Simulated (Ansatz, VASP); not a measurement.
# One calculation of Cu, two programs

```xyz
1
Lattice="0.0000 1.7845 1.7845 1.7845 0.0000 1.7845 1.7845 1.7845 0.0000" Properties=species:S:1:pos:R:3 pbc="T T T"
Cu    0.0000    0.0000    0.0000
```

Change from the starting cell: volume scaled by 0.95, LAPW.

Alike in both runs: task single point; functional PBE; k mesh 18 × 18 × 18; occupations fermi-dirac, width 0.05 eV; no spin polarisation.

```csv
,VASP,Ansatz
version,VASP 6.6.1,Ansatz 0.2.0
potentials or method,"VASP PAW PBE potentials, release 64 (Cu), cutoff 520 eV","all-electron LAPW, scalar-relativistic"
```

```csv
,VASP,Ansatz,Ansatz less VASP
pressure (GPa),8.8,8.2,-0.60
```

Ansatz ran all-electron here, and VASP with PAW potentials.
